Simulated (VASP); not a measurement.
A run of VASP 6.6.1 is set up as follows.

File INCAR:

```
ALGO = Normal
EDIFF = 1E-6
ENCUT = 520
GGA = CA
ISIF = 2
ISMEAR = 0
LASPH = T
LCHARG = T
LELF = T
LREAL = F
LVHAR = T
LWAVE = F
NBANDS = 16
NELM = 80
PREC = Accurate
SIGMA = 0.05
```

Contents of KPOINTS:

```
k-points
0
Gamma
  12 12 4
```

File POSCAR:

```
BN
1.0
    2.4889225322      0.0000000000      0.0000000000
   -1.2444612661      2.1554701410      0.0000000000
    0.0000000000      0.0000000000      6.4983068401
B N
2 2
Direct
    0.3333333333      0.6666666667      0.2500000000
    0.6666666667      0.3333333333      0.7500000000
    0.3333333333      0.6666666667      0.7500000000
    0.6666666667      0.3333333333      0.2500000000
```

Potentials or basis: VASP PAW LDA potentials, release 64 (B, N).

The run is started by

```console
$ cat potpaw_LDA.64/B/POTCAR potpaw_LDA.64/N/POTCAR > POTCAR
$ mpirun -np 1 vasp_std > vasp.out
```

(1) What does it give for the band gap on the k mesh?

(2) What does it give for the pressure?

Results:

(1) 4.05 eV, indirect (least direct gap 4.47 eV).

(2) 0.4 GPa.
